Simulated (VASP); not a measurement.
Al8H: single point with PBE

The system is Al8H, a slab with vacuum.

```
CELL_PARAMETERS angstrom
5.71430 0.00000 0.00000
0.00000 8.08124 0.00000
0.00000 0.00000 22.24380
ATOMIC_POSITIONS crystal
Al 0.25000 0.25000 0.17983
Al 0.25000 0.75000 0.17983
Al 0.75000 0.25000 0.17983
Al 0.75000 0.75000 0.17983
Al 0.00000 0.00000 0.24405
Al 0.00000 0.50000 0.24405
Al 0.50000 0.00000 0.24405
Al 0.50000 0.50000 0.24405
Al 0.25000 0.25000 0.31027
Al 0.25000 0.75000 0.31027
Al 0.75000 0.25000 0.31027
Al 0.75000 0.75000 0.31027
Al 0.00000 0.00000 0.37061
Al 0.00000 0.50000 0.37061
Al 0.50000 0.00000 0.37061
Al 0.50000 0.50000 0.37061
H 0.75000 0.95978 0.44839
H 0.75000 0.04022 0.44839
```

* Program: VASP 6.6.1
* Task: single point
* Functional: PBE
* Potentials or basis: VASP PAW PBE potentials, release 64 (Al, H)
* Cutoff: 520 eV
* k mesh: 5 × 4 × 1
* Occupations: gaussian, width 0.1 eV
* Spin: no spin polarisation

The largest force is 5.230 eV/Å. The band gap on the k mesh is zero (bands 25 and 26 overlap by 0.63 eV).

Forces on the atoms (eV/Å):
```
Al   0.000  0.036  0.121
Al   0.000 -0.036  0.121
Al   0.000 -0.026  0.204
Al   0.000  0.026  0.204
Al   0.140  0.000 -0.259
Al   0.073  0.000 -0.189
Al  -0.140  0.000 -0.259
Al  -0.073  0.000 -0.189
Al   0.000 -0.027 -0.131
Al   0.000  0.027 -0.131
Al   0.000 -0.156  0.132
Al   0.000  0.156  0.132
Al   0.701  0.000 -0.736
Al   0.021  0.000  0.015
Al  -0.701  0.000 -0.736
Al  -0.021  0.000  0.015
H    0.000 -5.162  0.843
H    0.000  5.162  0.843
```

Levels at points of the mesh, in eV from the Fermi level:
```csv
k point,band 21,band 22,band 23,band 24,band 25,band 26,band 27,band 28,band 29,band 30
"(0.00, 0.00, 0.00)",-1.60,-1.10,-0.83,-0.81,-0.52,-0.26,-0.07,0.20,1.07,1.29
"(0.00, 0.50, 0.00)",-0.92,-0.92,-0.85,-0.85,-0.68,-0.02,0.25,0.25,0.37,0.96
```

Run time: 13 min on 1 thread of Intel(R) Xeon(R) Platinum 8259CL CPU @ 2.50GHz (Skylake/Cascade Lake), on a shared host, peak memory 0.9 GiB.
